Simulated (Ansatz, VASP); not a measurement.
**Two plane-wave programs on InSe**

```
Se In
1.0
     4.22800    0.00000    0.00000
    -2.11400    3.66156    0.00000
     0.00000    0.00000   36.72119
Se In
2 2
Cartesian
  0.0000 0.0000 15.4921
  0.0000 0.0000 21.2281
  2.1140 1.2205 16.8719
  2.1140 1.2205 19.8483
```

Alike in both runs: task single point; functional PBE; dispersion D3(BJ); k mesh 9 × 9 × 1; occupations gaussian, width 0.02 eV; no spin polarisation.

|  | VASP | Ansatz |
| --- | --- | --- |
| version | VASP 6.6.1 | Ansatz 0.2.0 |
| potentials or method | VASP PAW PBE potentials, release 64 (Se, In_d), cutoff 520 eV | scalar-relativistic, plane waves, PAW |
| valence electrons in the cell | 38 | 58 |

```csv
,VASP,Ansatz,Ansatz less VASP
gap on the k mesh at the Fermi level (eV),1.19,1.20,+0.008
least direct gap on the mesh (eV),1.23,1.24,+0.007
rms of the force components (eV/Å),0.434,0.438,+0.0042
```

VASP's potentials hold 38 valence electrons a cell and Ansatz's 58, so a difference there can come from the potentials and not from the codes. Ansatz's warnings: structure snapped to symmetry, xc potential rough in thin density.
